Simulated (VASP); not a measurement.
# Si (a cell with a defect) in VASP: a series of runs

Runs on Si (a cell with a defect). Level: LDA. Tasks: single point.

Everything below comes from runs of VASP 6.6.1. Logs are shortened: lines on timing, memory, paths and dates and some standing lists are left out, and cuts for length are marked.

## (1) The cell of the first run

The cell holds a defect, 31 atoms: a = 9.356 Å, b = 9.356 Å, c = 9.356 Å, α = 109.47°, β = 109.47°, γ = 109.47°.

## (2) Single point, LDA

INCAR reads:

```
  PREC = Accurate
  ENCUT = 520
  EDIFF = 1E-6
  ISMEAR = 0
  SIGMA = 0.02
  LREAL = Auto
  LASPH = T
  NELM = 60
  ALGO = Normal
  ISIF = 2
  LWAVE = F
  LCHARG = F
  GGA = CA
  NBANDS = 83
  NELECT = 122.0
```

KPOINTS reads:

```
Automatic mesh
0
Gamma
  2 2 2
  0.5 0.5 0.5
```

POSCAR reads:

```
Si
1.0
   -5.4019422754     -5.4019422754      5.4019422754
    5.4019422754     -5.4019422754     -5.4019422754
    5.4019422754      5.4019422754      5.4019422754
Si
31
Direct
    0.2499999873      0.7499999618      0.5804623301
    0.0077693352      0.7500000543     -0.0020521323
    0.5028876396      0.5030945096      0.7483535169
    0.2500000798      0.5077693097     -0.0020521323
    0.0124760682      0.5124760427      0.2736965567
    0.7458253522      0.7500000543      0.2502130588
    0.4875239989      0.7500000543      0.5112204757
    0.0030945351      0.0028876651      0.7483535169
    0.7541747565      0.2541746894      0.7543876429
    0.4969054394      0.2497931172     -0.0047409799
    0.2499999873      0.2458253777      0.2502129662
   -0.0028876651      0.2502068573      0.4954658646
    0.7502068318      0.4971123094      0.4954658646
    0.7497930917     -0.0030945351     -0.0047409799
    0.4922307319     -0.0077693352      0.2401785198
    0.2499999873     -0.0124760682      0.5112204757
    0.0006826248      0.7500000543      0.7417725506
    0.4991371367      0.5013165380      0.4994318455
    0.2500000798      0.5006825994      0.7417725506
    0.0058105027      0.5058104772      0.0113050079
    0.7529864802      0.7499999618     -0.0006458788
    0.4941894718      0.7499999618      0.2554944925
    0.0013164709     -0.0008629304      0.4994318455
    0.7470134434      0.2470134689      0.4963675773
    0.4986835036      0.2478205860      0.7481153618
    0.2499999873      0.2529865057     -0.0006458788
    0.0008628378      0.2521793886      0.2502946961
    0.7521793631      0.5008628123      0.2502946961
    0.7478206530     -0.0013165635      0.7481153618
    0.4993173497     -0.0006826248     -0.0089101285
    0.2499999873     -0.0058105027      0.2554944925
```

Potentials or basis: VASP PAW LDA potentials, release 64 (Si).

Command:

```bash
$ cat potpaw_LDA.64/Si/POTCAR > POTCAR
$ mpirun -np 1 vasp_std > vasp.out
```

OUTCAR:

```text
PREC = Accurate
   ENCUT = 520
   EDIFF = 1E-6
   ISMEAR = 0
   LREAL = Auto
   LASPH = T
   NELM = 60
   ISIF = 2
   GGA = CA
   NELECT = 122.0

 ion  position               nearest neighbor table
   1  0.250  0.750  0.580-   5 2.51  16 2.51   7 2.51
   2  0.008  0.750  0.998-  31 2.32  20 2.32  17 2.38  21 2.39
   3  0.503  0.503  0.748-  18 2.31  21 2.33  19 2.34  25 2.37
   4  0.250  0.508  0.998-  22 2.32  20 2.32  19 2.38  26 2.39
   5  0.012  0.512  0.274-  27 2.33  28 2.33  20 2.41   1 2.51
   6  0.746  0.750  0.250-  23 2.35  28 2.35  21 2.37  22 2.37
   7  0.488  0.750  0.511-  29 2.33  18 2.33  22 2.41   1 2.51
   8  0.003  0.003  0.748-  23 2.31  26 2.33  17 2.34  29 2.37
   9  0.754  0.254  0.754-  29 2.35  25 2.35  24 2.37  20 2.37
  10  0.497  0.250  0.995-  25 2.31  26 2.33  30 2.34  28 2.37
  11  0.250  0.246  0.250-  18 2.35  27 2.35  26 2.37  31 2.37
  12  0.997  0.250  0.495-  27 2.31  24 2.33  19 2.34  23 2.37
  13  0.750  0.497  0.495-  28 2.31  24 2.33  17 2.34  18 2.37
  14  0.750  0.997  0.995-  29 2.31  21 2.33  30 2.34  27 2.37
  15  0.492  0.992  0.240-  22 2.32  31 2.32  30 2.38  24 2.39
  16  0.250  0.988  0.511-  25 2.33  23 2.33  31 2.41   1 2.51
  17  0.001  0.750  0.742-   8 2.34  13 2.34   2 2.38
  18  0.499  0.501  0.499-   3 2.31   7 2.33  11 2.35  13 2.37
  19  0.250  0.501  0.742-   3 2.34  12 2.34   4 2.38
  20  0.006  0.506  0.011-   2 2.32   4 2.32   9 2.37   5 2.41
  21  0.753  0.750  0.999-   3 2.33  14 2.33   6 2.37   2 2.39
  22  0.494  0.750  0.255-   4 2.32  15 2.32   6 2.37   7 2.41
  23  0.001  0.999  0.499-   8 2.31  16 2.33   6 2.35  12 2.37
  24  0.747  0.247  0.496-  13 2.33  12 2.33   9 2.37  15 2.39
  25  0.499  0.248  0.748-  10 2.31  16 2.33   9 2.35   3 2.37
  26  0.250  0.253  0.999-  10 2.33   8 2.33  11 2.37   4 2.39
  27  0.001  0.252  0.250-  12 2.31   5 2.33  11 2.35  14 2.37
  28  0.752  0.501  0.250-  13 2.31   5 2.33   6 2.35  10 2.37
  29  0.748  0.999  0.748-  14 2.31   7 2.33   9 2.35   8 2.37
  30  0.499  0.999  0.991-  10 2.34  14 2.34  15 2.38
  31  0.250  0.994  0.255-   2 2.32  15 2.32  11 2.37  16 2.41

  LATTYP: Found a body centered cubic cell.
 ALAT       =    10.8038845508

  Lattice vectors:

 A1 = (  -5.4019422754,  -5.4019422754,   5.4019422754)
 A2 = (   5.4019422754,  -5.4019422754,  -5.4019422754)
 A3 = (   5.4019422754,   5.4019422754,   5.4019422754)

Analysis of symmetry for initial positions (statically):
=====================================================================
 Subroutine PRICEL returns:
 Original cell was already a primitive cell.

 Routine SETGRP: Setting up the symmetry group for a
 body centered cubic supercell.

 Subroutine GETGRP returns: Found  6 space group operations
 (whereof  1 operations were pure point group operations)
 out of a pool of 48 trial point group operations.

The static configuration has the point symmetry C_1 .
 The point group associated with its full space group is C_3v.

Analysis of symmetry for dynamics (positions and initial velocities):
=====================================================================
 Subroutine PRICEL returns:
 Original cell was already a primitive cell.

 Routine SETGRP: Setting up the symmetry group for a
 body centered cubic supercell.

 Subroutine GETGRP returns: Found  6 space group operations
 (whereof  1 operations were pure point group operations)
 out of a pool of 48 trial point group operations.

The dynamic configuration has the point symmetry C_1 .
 The point group associated with its full space group is C_3v.

 Subroutine INISYM returns: Found  6 space group operations
 (whereof  1 operations are pure point group operations),
 and found     1 'primitive' translations

----------------------------------------------------------------------------------------

                                     Primitive cell

  volume of cell :     630.5359

  direct lattice vectors                    reciprocal lattice vectors
    -5.401942275 -5.401942275  5.401942275     0.000000000 -0.092559301  0.092559301
     5.401942275 -5.401942275 -5.401942275     0.092559301 -0.092559301  0.000000000
     5.401942275  5.401942275  5.401942275     0.092559301  0.000000000  0.092559301

  length of vectors
     9.356438481  9.356438481  9.356438481     0.130898619  0.130898619  0.130898619

  position of ions in fractional coordinates (direct lattice)
     0.249999987  0.749999962  0.580462330
     0.007769335  0.750000054  0.997947868
     0.502887640  0.503094510  0.748353517
     0.250000080  0.507769310  0.997947868
     0.012476068  0.512476043  0.273696557
     0.745825352  0.750000054  0.250213059
[... 23 lines left out ...]
     0.499317350  0.999317375  0.991089872
     0.249999987  0.994189497  0.255494492

  ion indices of the primitive-cell ions
   primitive index   ion index
                 1           1
                 2           2
                 3           3
                 4           4
                 5           5
                 6           6
[... 23 lines left out ...]
                30          30
                31          31

----------------------------------------------------------------------------------------

 KPOINTS: Automatic mesh

Automatic generation of k-mesh.
 Grid dimensions read from file:
 generate k-points for:    2    2    2

 Generating k-lattice:

  Cartesian coordinates                     Fractional coordinates (reciprocal lattice)
     0.000000000 -0.046279650  0.046279650     0.500000000  0.000000000  0.000000000
     0.046279650 -0.046279650  0.000000000     0.000000000  0.500000000  0.000000000
     0.046279650  0.000000000  0.046279650     0.000000000  0.000000000  0.500000000

  Length of vectors
     0.065449309  0.065449309  0.065449309

  Shift w.r.t. Gamma in fractional coordinates (k-lattice)
     0.500000000  0.500000000  0.500000000

 Subroutine IBZKPT returns following result:
 ===========================================

 Found      2 irreducible k-points:

 Following reciprocal coordinates:
            Coordinates               Weight
  0.250000  0.250000  0.250000      2.000000
 -0.250000  0.250000  0.250000      6.000000
   k-points           NKPTS =      2   k-points in BZ     NKDIM =      2   number of bands    NBANDS=     83
   number of dos      NEDOS =    301   number of ions     NIONS =     31
   total plane-waves  NPLWV = 343000
   dimension x,y,z NGX =    70 NGY =   70 NGZ =   70
   dimension x,y,z NGXF=   140 NGYF=  140 NGZF=  140
   ions per type =              31
   NGX,Y,Z   is equivalent  to a cutoff of  12.44, 12.44, 12.44 a.u.
   NGXF,Y,Z  is equivalent  to a cutoff of  24.88, 24.88, 24.88 a.u.
 SYSTEM =  unknown system
   PREC   = accura    normal or accurate (medium, high low for compatibility)
   ISTART =      0    job   : 0-new  1-cont  2-samecut
   ICHARG =      2    charge: 1-file 2-atom 10-const
   ISPIN  =      1    spin polarized calculation?
   LNONCOLLINEAR =      F non collinear calculations
   LSORBIT =      F    spin-orbit coupling
   LASPH  =      T    aspherical Exc in radial PAW
   ENCUT  =  520.0 eV  38.22 Ry    6.18 a.u.  17.40 17.40 17.40*2*pi/ulx,y,z
   NELM   =     60;   NELMIN=  2; NELMDL= -5     # of ELM steps
   EDIFF  = 0.1E-05   stopping-criterion for ELM
   LREAL  =      T    real-space projection
   EDIFFG = 0.1E-04   stopping-criterion for IOM
   NSW    =      0    number of steps for IOM
   IBRION =     -1    ionic relax: 0-MD 1-quasi-New 2-CG
   NFREE  =      0    steps in history (QN), initial steepest desc. (CG)
   ISIF   =      2    stress and relaxation
   ISYM   =      2    0-nonsym 1-usesym 2-fastsym
   POTIM  = 0.5000    time-step for ionic-motion
   TEBEG  =    0.0;   TEEND  =   0.0 temperature during run
   PSTRESS=    0.0 pullay stress
   NELECT =     122.0000    total number of electrons
   NUPDOWN=      -1.0000    fix difference up-down
   EMIN   =  10.00;   EMAX   =-10.00  energy-range for DOS
   EFERMI =   0.00;   METHOD = LEGACY
   ISMEAR =     0;   SIGMA  =   0.02  broadening in eV -4-tet -1-fermi 0-gaus
   EFERMI_NEDOS =   21; number of points for ismear=-14 and -15
   IALGO  =     38    algorithm
   IMIX   =      4    mixing-type and parameters
     AMIX     =   0.40;   BMIX     =  1.00
     AMIX_MAG =   1.60;   BMIX_MAG =  1.00
  volume/ion in A,a.u.               =      20.34       137.26
  Fermi-wavevector in a.u.,A,eV,Ry     =   0.946873  1.789330 12.198542  0.896568
  Thomas-Fermi vector in A             =   2.074912
   LORBIT       =      0    0 simple, 1 ext, 2 COOP (PROOUT), +10 PAW based schemes
   GGA     = CA    functional components
   LHFCALC =     F    Hartree Fock is set to
   AEXX    =    0.0000 exact exchange contribution
   IVDW    =     0    specifies the selected vdW correction
   LEPSILON=     F    determine dielectric tensor
   LRPA    =     F    only Hartree local field effects (RPA)
 non-spin polarized calculation
 Gauss-broadening in eV      SIGMA  =   0.02
  energy-cutoff  :      520.00
  volume of cell :      630.54
 maximum number of plane-waves:     17028
 NGX is ok and might be reduce to    70
   NGX = 35   NGY = 35   NGZ = 35

 number of electron     121.9999998 magnetization

 Free energy of the ion-electron system (eV)
  ---------------------------------------------------
  ext. energy  EPLUGINS =         0.00000000
  ---------------------------------------------------
  free energy    TOTEN  =      -191.63978438 eV

  energy without entropy =     -191.63978438  energy(sigma->0) =     -191.63978438

 E-fermi :   5.1416     XC(G=0):  -9.5138

 val. band max:        5.0390172031   @ k =   0.2500   0.2500   0.2500
 cond. band min:       5.3814959138   @ k =  -0.2500   0.2500   0.2500
 fundamental gap:      0.3424787108
 Fermi energy:         5.1416339743

 k-point     1 :       0.2500    0.2500    0.2500
  band No.  band energies     occupation
      1      -5.5004      2.00000
      2      -5.5004      2.00000
      3      -5.4407      2.00000
      4      -5.3015      2.00000
      5      -3.6568      2.00000
      6      -3.6568      2.00000
[... 65 lines left out ...]
     72       7.2648      0.00000
     73       7.2648      0.00000

 k-point     2 :      -0.2500    0.2500    0.2500
  band No.  band energies     occupation
      1      -5.9692      2.00000
      2      -5.0133      2.00000
      3      -4.9187      2.00000
      4      -4.9121      2.00000
      5      -4.7944      2.00000
      6      -4.1427      2.00000
[... 65 lines left out ...]
     72       7.9883      0.00000
     73       8.0344      0.00000
 [bands above 73 left out]

------------------------ aborting loop because EDIFF is reached ----------------------------------------

  FORCE on cell =-STRESS in cart. coord.  units (eV):
  Direction    XX          YY          ZZ          XY          YZ          ZX
  --------------------------------------------------------------------------------------
  -------------------------------------------------------------------------------------
  Total      -28.9547124    -28.9547124    -28.9547124     -2.0747634     -2.0747634     -2.0747634
  in kB      -73.5732650    -73.5732650    -73.5732650     -5.2719266     -5.2719266     -5.2719266
  external PRESSURE =     -73.5732650 kB  Pullay stress =       0.0000000 kB

 VOLUME and BASIS-vectors are now :
 -----------------------------------------------------------------------------
  energy-cutoff  :      520.00
  volume of cell :      630.54
      direct lattice vectors                 reciprocal lattice vectors
    -5.401942275 -5.401942275  5.401942275     0.000000000 -0.092559301  0.092559301
     5.401942275 -5.401942275 -5.401942275     0.092559301 -0.092559301  0.000000000
     5.401942275  5.401942275  5.401942275     0.092559301  0.000000000  0.092559301

 POSITION                                       TOTAL-FORCE (eV/Angst)
 -----------------------------------------------------------------------------------
      5.83660     -2.26632      0.43465        -0.452850     -0.452850     -0.452850
      9.40034      1.29743      1.38137         0.061823      0.061823      0.033086
      4.04368     -1.39170      4.04145        -0.006677     -0.027758      0.032338
      6.78331      1.29743      3.99840         0.033086      0.061823      0.061823
      4.17946     -1.35727     -1.22248         0.003631     -0.006034      0.003631
      1.37419     -6.72873      1.32909         0.001483      0.001483      0.018396
[... 23 lines left out ...]
      8.05478     -2.74173      2.65284         0.136941     -0.042425      0.136941
      5.40024     -5.34087     -2.63990         0.050375      0.015833      0.015833
 -----------------------------------------------------------------------------------
    total drift:                                0.003249      0.001430      0.001301

  FREE ENERGIE OF THE ION-ELECTRON SYSTEM (eV)
  ---------------------------------------------------
  free  energy   TOTEN  =      -191.6397843780 eV

  energy  without entropy=     -191.6397843780  energy(sigma->0) =     -191.63978438
```

It took 8.2 min on 1 thread of AMD EPYC 7R13, shared host; peak memory 0.47 GiB.

Results:

```
Free energy   : -191.6398 eV
Largest force : 0.784 eV/Å
```

Forces in eV/Å, atoms in the order of the input:
```
Si  -0.453 -0.453 -0.453
Si   0.062  0.062  0.033
Si  -0.007 -0.028  0.032
Si   0.033  0.062  0.062
Si   0.004 -0.006  0.004
Si   0.001  0.001  0.018
Si   0.004  0.004 -0.006
Si   0.032 -0.028 -0.007
Si   0.001  0.018  0.001
Si   0.032 -0.007 -0.028
Si   0.018  0.001  0.001
Si  -0.007  0.032 -0.028
Si  -0.028  0.032 -0.007
Si  -0.028 -0.007  0.032
Si   0.062  0.033  0.062
Si  -0.006  0.004  0.004
Si   0.137  0.137 -0.042
Si   0.008 -0.048 -0.005
Si  -0.042  0.137  0.137
Si   0.016  0.050  0.016
Si   0.026  0.026  0.001
Si   0.016  0.016  0.050
Si  -0.005 -0.048  0.008
Si   0.026  0.001  0.026
Si  -0.005  0.008 -0.048
Si   0.001  0.026  0.026
Si   0.008 -0.005 -0.048
Si  -0.048 -0.005  0.008
Si  -0.048  0.008 -0.005
Si   0.137 -0.042  0.137
Si   0.050  0.016  0.016
```

Caveat: the cell carries a net charge on a neutralising background, which shifts energy and pressure; the cell is charged against a uniform background, so pressure and absolute levels hang on convention.

(Continued in part 2 of 2.)
